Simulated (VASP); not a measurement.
C, 8 atoms in the cell. The structure is hexagonal, space group P6_3/mmc (No. 194). The conventional cell has a = 2.518 Å, b = 2.518 Å, c = 8.305 Å, α = 90.00°, β = 90.00°, γ = 120.00°. C (site symmetry 3m) has 4 C at 1.54 Å within 2.1 Å. C (site symmetry 3m) has 4 C at 1.54 to 1.57 Å within 2.1 Å. 

```yaml
Program: VASP 6.6.1
Task: single point
Functional: PBEsol
Potentials_or_basis: VASP PAW PBE potentials, release 64 (C)
Cutoff: 520 eV
k_mesh: 12 × 12 × 4
Occupations: gaussian, width 0.05 eV
Spin: no spin polarisation
Dipole_correction: no
Further_INCAR_settings: ALGO = Normal; EDIFF = 1e-07; NBANDS = 26
```

Potentials or basis: VASP PAW PBE potentials, release 64 (C).

Launch:

```sh
$ cat potpaw_PBE.64/C/POTCAR > POTCAR
$ mpirun -np 1 vasp_std > vasp.out
```

Hardware: 1 thread of Intel Xeon 8259CL, with other jobs on the host.

Problem. Estimate the wall time of this run.

Solution. Wall time 98 s on 1 thread of Intel Xeon 8259CL, with other jobs on the host, peak memory 0.18 GiB. Counts: scf iterations 13, k points 57.
